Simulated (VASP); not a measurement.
# Al (a cell with a defect) in VASP: single point with r2SCAN

Aim: the single point of Al (a cell with a defect) with r2SCAN.

All numbers are computed with VASP 6.6.1; they aren't measurements. Logs are shortened: lines on timing, memory, paths and dates and some standing lists are left out, and cuts for length are marked.

**1. The cell of the first run**

The cell holds a defect, 26 atoms: a = 8.470 Å, b = 8.470 Å, c = 8.470 Å, α = 60.00°, β = 60.00°, γ = 60.00°.

**2. Single point, r2SCAN (atoms taken out, then relaxed in part)**

File POSCAR:

```
Al
1.0
    5.9890190805      0.0000000000      5.9890190805
    5.9890190805      5.9890190805      0.0000000000
    0.0000000000      5.9890190805      5.9890190805
Al
26
Direct
    0.0000000000      0.3317536041      0.0000000000
    0.0000000000      0.6682463959      0.0000000000
    0.3317536041      0.0000000000      0.0000000000
    0.3334604302      0.3334604302     -0.0003812906
    0.3317536041      0.6682463959      0.0000000000
    0.6682463959      0.0000000000      0.0000000000
    0.6682463959      0.3317536041      0.0000000000
    0.6665395698      0.6665395698      0.0003812906
    0.0000000000      0.0000000000      0.3317536041
   -0.0003812906      0.3334604302      0.3334604302
    0.0000000000      0.6682463959      0.3317536041
    0.3334604302     -0.0003812906      0.3334604302
    0.3334604302      0.3334604302      0.3334604302
    0.3330007246      0.6669992754      0.3330007246
    0.6682463959      0.0000000000      0.3317536041
    0.6669992754      0.3330007246      0.3330007246
    0.6669992754      0.6669992754      0.3330007246
    0.0000000000      0.0000000000      0.6682463959
    0.0000000000      0.3317536041      0.6682463959
    0.0003812906      0.6665395698      0.6665395698
    0.3317536041      0.0000000000      0.6682463959
    0.3330007246      0.3330007246      0.6669992754
    0.3330007246      0.6669992754      0.6669992754
    0.6665395698      0.0003812906      0.6665395698
    0.6669992754      0.3330007246      0.6669992754
    0.6665395698      0.6665395698      0.6665395698
```

File INCAR.step1:

```
SYSTEM = Al
ALGO = Normal ; EDIFF = 1E-4
ENCUT = 520 ; GGA = PE
ISMEAR = 0 ; LASPH = .True.
LCHARG = .False. ; LREAL = Auto
LWAVE = .True. ; NBANDS = 58
NELM = 60 ; PREC = Accurate
SIGMA = 0.1
```

File INCAR.step2:

```
SYSTEM = Al
ALGO = Normal ; EDIFF = 1E-6
ENCUT = 520 ; ISIF = 2
ISMEAR = 0 ; ISTART = 1
LASPH = .True. ; LCHARG = .False.
LMIXTAU = .True. ; LREAL = Auto
LWAVE = .False. ; METAGGA = R2SCAN
NBANDS = 58 ; NELM = 60
PREC = Accurate ; SIGMA = 0.1
```

File KPOINTS:

```
k-points
0
Gamma
  4 4 4
  0 0 0
```

Potentials or basis: VASP PAW PBE potentials, release 64 (Al).

Started as:

```console
$ cat potpaw_PBE.64/Al/POTCAR > POTCAR
$ cp INCAR.step1 INCAR
$ mpirun -np 1 vasp_std > vasp.out
$ cp INCAR.step2 INCAR
$ mpirun -np 1 vasp_std > vasp.out
```

OUTCAR:

```text
SYSTEM = Al
   EDIFF = 1E-6
   ENCUT = 520
   ISIF = 2
   ISMEAR = 0
   ISTART = 1
   LASPH = .True.
   LREAL = Auto
   METAGGA = R2SCAN
   NELM = 60
   PREC = Accurate

 ion  position               nearest neighbor table
   1  0.000  0.332  0.000-   3 2.81   7 2.81   9 2.81  19 2.81  16 2.82  22 2.82   8 2.83   4 2.83
                            20 2.83  10 2.83   2 2.85
   2  0.000  0.668  0.000-   5 2.81   6 2.81  11 2.81  18 2.81  17 2.82  23 2.82   8 2.83  10 2.83
                            20 2.83   4 2.83   1 2.85
   3  0.332  0.000  0.000-   1 2.81   5 2.81   9 2.81  21 2.81  14 2.82  22 2.82   8 2.83   4 2.83
                            12 2.83  24 2.83   6 2.85
   4  0.333  0.333  1.000-  22 2.82  23 2.82  25 2.82  10 2.83  12 2.83  13 2.83   1 2.83   2 2.83
                             3 2.83   5 2.83   6 2.83   7 2.83
   5  0.332  0.668  0.000-   2 2.81   3 2.81  11 2.81  21 2.81  14 2.82  23 2.82   8 2.83   4 2.83
                            13 2.83  26 2.83   7 2.85
   6  0.668  0.000  0.000-   2 2.81   7 2.81  15 2.81  18 2.81  17 2.82  25 2.82   8 2.83  12 2.83
                            24 2.83   4 2.83   3 2.85
   7  0.668  0.332  0.000-   1 2.81   6 2.81  15 2.81  19 2.81  16 2.82  25 2.82   8 2.83  13 2.83
                             4 2.83  26 2.83   5 2.85
   8  0.667  0.667  0.000-  14 2.82  16 2.82  17 2.82  20 2.83  24 2.83  26 2.83   1 2.83   2 2.83
                             3 2.83   5 2.83   6 2.83   7 2.83
   9  0.000  0.000  0.332-   1 2.81   3 2.81  11 2.81  15 2.81  14 2.82  16 2.82  12 2.83  10 2.83
[... 21 lines left out ...]
  20  0.000  0.667  0.667-  14 2.82  22 2.82  23 2.82   8 2.83  24 2.83  26 2.83  18 2.83  19 2.83
                             1 2.83   9 2.83  11 2.83   2 2.83
  21  0.332  0.000  0.668-   3 2.81   5 2.81  18 2.81  19 2.81  22 2.82  23 2.82  12 2.83  13 2.83
                            24 2.83  26 2.83  15 2.85
  22  0.333  0.333  0.667-   1 2.82   3 2.82  19 2.82  21 2.82  20 2.82   4 2.82  24 2.82  13 2.82
                            14 2.83  23 2.83  16 2.83  25 2.83
  23  0.333  0.667  0.667-   2 2.82   5 2.82  18 2.82  21 2.82   4 2.82  20 2.82  12 2.82  26 2.82
                            14 2.83  22 2.83  25 2.83  17 2.83
  24  0.667  0.000  0.667-  16 2.82  22 2.82  25 2.82   8 2.83  20 2.83  26 2.83  18 2.83   3 2.83
                            21 2.83   9 2.83  15 2.83   6 2.83
  25  0.667  0.333  0.667-   6 2.82   7 2.82  18 2.82  19 2.82   4 2.82  10 2.82  24 2.82  26 2.82
                            22 2.83  23 2.83  16 2.83  17 2.83
  26  0.667  0.667  0.667-  17 2.82  23 2.82  25 2.82   8 2.83  24 2.83  20 2.83  19 2.83   5 2.83
                            21 2.83  11 2.83  15 2.83   7 2.83

  LATTYP: Found a face centered cubic cell.
 ALAT       =    11.9780381610

  Lattice vectors:

 A1 = (   5.9890190805,   0.0000000000,   5.9890190805)
 A2 = (   5.9890190805,   5.9890190805,   0.0000000000)
 A3 = (   0.0000000000,   5.9890190805,   5.9890190805)

Analysis of symmetry for initial positions (statically):
[... 172 lines left out ...]
   EFERMI_NEDOS =   21; number of points for ismear=-14 and -15
   IALGO  =     38    algorithm
   IMIX   =      4    mixing-type and parameters
     AMIX     =   0.40;   BMIX     =  1.00
     AMIX_MAG =   1.60;   BMIX_MAG =  1.00
  volume/ion in A,a.u.               =      16.52       111.51
  Fermi-wavevector in a.u.,A,eV,Ry     =   0.926988  1.751753 11.691572  0.859306
  Thomas-Fermi vector in A             =   2.053009
   LORBIT       =      0    0 simple, 1 ext, 2 COOP (PROOUT), +10 PAW based schemes
   METAGGA = R2SCAN    functional components
   LHFCALC =     F    Hartree Fock is set to
   AEXX    =    0.0000 exact exchange contribution
   IVDW    =     0    specifies the selected vdW correction
   LEPSILON=     F    determine dielectric tensor
   LRPA    =     F    only Hartree local field effects (RPA)
 non-spin polarized calculation
 Gauss-broadening in eV      SIGMA  =   0.10
  energy-cutoff  :      520.00
  volume of cell :      429.63
 maximum number of plane-waves:     11618
 NGX is ok and might be reduce to    64
   NGX = 31   NGY = 31   NGZ = 31

 number of electron      78.0000000 magnetization

 Free energy of the ion-electron system (eV)
  ---------------------------------------------------
  ext. energy  EPLUGINS =         0.00000000
  ---------------------------------------------------
  free energy    TOTEN  =      -174.35762413 eV

  energy without entropy =     -174.31657102  energy(sigma->0) =     -174.33709757

 E-fermi :   7.9124     XC(G=0): -10.8419

 val. band max:        7.8849518221   @ k =   0.5000   0.0000   0.0000
 cond. band min:       7.9703549958   @ k =  -0.2500   0.5000   0.2500
 fundamental gap:      0.0854031737
 Fermi energy:         7.9123774465

 k-point     1 :       0.0000    0.0000    0.0000
  band No.  band energies     occupation
      1      -3.9518      2.00000
      2      -0.8526      2.00000
      3      -0.8268      2.00000
      4      -0.8268      2.00000
      5      -0.8268      2.00000
      6      -0.7161      2.00000
[... 421 lines left out ...]
     50      10.0018      0.00000
     51      10.0782      0.00000
 [bands above 51 left out]

------------------------ aborting loop because EDIFF is reached ----------------------------------------

  FORCE on cell =-STRESS in cart. coord.  units (eV):
  Direction    XX          YY          ZZ          XY          YZ          ZX
  --------------------------------------------------------------------------------------
  -------------------------------------------------------------------------------------
  Total       -2.1730479     -2.1730479     -2.1730479     -0.0000000      0.0000000      0.0000000
  in kB       -8.1036894     -8.1036894     -8.1036894     -0.0000000      0.0000000      0.0000000
  external PRESSURE =      -8.1036894 kB  Pullay stress =       0.0000000 kB

 VOLUME and BASIS-vectors are now :
 -----------------------------------------------------------------------------
  energy-cutoff  :      520.00
  volume of cell :      429.63
      direct lattice vectors                 reciprocal lattice vectors
     5.989019081  0.000000000  5.989019081     0.083486126 -0.083486126  0.083486126
     5.989019081  5.989019081  0.000000000     0.083486126  0.083486126 -0.083486126
     0.000000000  5.989019081  5.989019081    -0.083486126  0.083486126  0.083486126

 POSITION                                       TOTAL-FORCE (eV/Angst)
 -----------------------------------------------------------------------------------
      1.98688      1.98688      0.00000         0.003122      0.003122      0.000000
      4.00214      4.00214      0.00000        -0.003122     -0.003122      0.000000
      1.98688      0.00000      1.98688         0.003122      0.000000      0.003122
      3.99420      7.98384      7.98384        -0.002697      0.002697      0.002697
      5.98902      4.00214      1.98688         0.000000     -0.003122      0.003122
      4.00214      0.00000      4.00214        -0.003122      0.000000     -0.003122
[... 18 lines left out ...]
      5.98902      5.98902      7.98934         0.000000      0.000000     -0.009201
      7.98384      7.98384      7.98384         0.002697      0.002697      0.002697
 -----------------------------------------------------------------------------------
    total drift:                                0.000000     -0.000000     -0.000000

  FREE ENERGIE OF THE ION-ELECTRON SYSTEM (eV)
  ---------------------------------------------------
  free  energy   TOTEN  =      -174.3576241305 eV

  energy  without entropy=     -174.3165710180  energy(sigma->0) =     -174.33709757
```

OUTCAR.step1:

```text
SYSTEM = Al
   EDIFF = 1E-4
   ENCUT = 520
   GGA = PE
   ISMEAR = 0
   LASPH = .True.
   LREAL = Auto
[... 738 lines left out ...]
      4.00214      0.00000      4.00214         0.053656      0.000000      0.053656
[... 18 lines left out ...]
      5.98902      5.98902      7.98934         0.000000      0.000000      0.007711
      7.98384      7.98384      7.98384         0.000866      0.000866      0.000866
 -----------------------------------------------------------------------------------
    total drift:                                0.000000      0.000000     -0.000000

  FREE ENERGIE OF THE ION-ELECTRON SYSTEM (eV)
  ---------------------------------------------------
  free  energy   TOTEN  =       -96.6346071808 eV

  energy  without entropy=      -96.5866715132  energy(sigma->0) =      -96.61063935
```

Run time: 8.8 min. Hardware: 1 thread of Intel Xeon 6975P-C (Granite Rapids), shared host; peak memory 0.65 GiB.

What came out:

| Property | Result |
| --- | --- |
| Free energy | -174.3576 eV |
| Pressure | -0.8 GPa |
| Largest force | 0.009 eV/Å |
| Band gap on the k mesh | zero (bands 39 and 40 overlap by 0.56 eV) |

Forces on the atoms (eV/Å):
```
Al   0.003  0.003  0.000
Al  -0.003 -0.003  0.000
Al   0.003  0.000  0.003
Al  -0.003  0.003  0.003
Al   0.000 -0.003  0.003
Al  -0.003  0.000 -0.003
Al   0.000  0.003 -0.003
Al   0.003 -0.003 -0.003
Al   0.000  0.003  0.003
Al   0.003 -0.003  0.003
Al  -0.003  0.000  0.003
Al   0.003  0.003 -0.003
Al  -0.003 -0.003 -0.003
Al   0.000  0.000  0.009
Al  -0.003  0.003  0.000
Al   0.000  0.009  0.000
Al  -0.009  0.000  0.000
Al   0.000 -0.003 -0.003
Al   0.003  0.000 -0.003
Al  -0.003  0.003 -0.003
Al   0.003 -0.003  0.000
Al   0.009  0.000  0.000
Al   0.000 -0.009  0.000
Al  -0.003 -0.003  0.003
Al   0.000  0.000 -0.009
Al   0.003  0.003  0.003
```

Caveat: the cell differs from its parent crystal (atoms taken out, then relaxed in part); the PAW data sets were made with another functional, which shifts forces and pressure a little.

The gap in the log of VASP goes by the Fermi energy; the results here count the filled bands.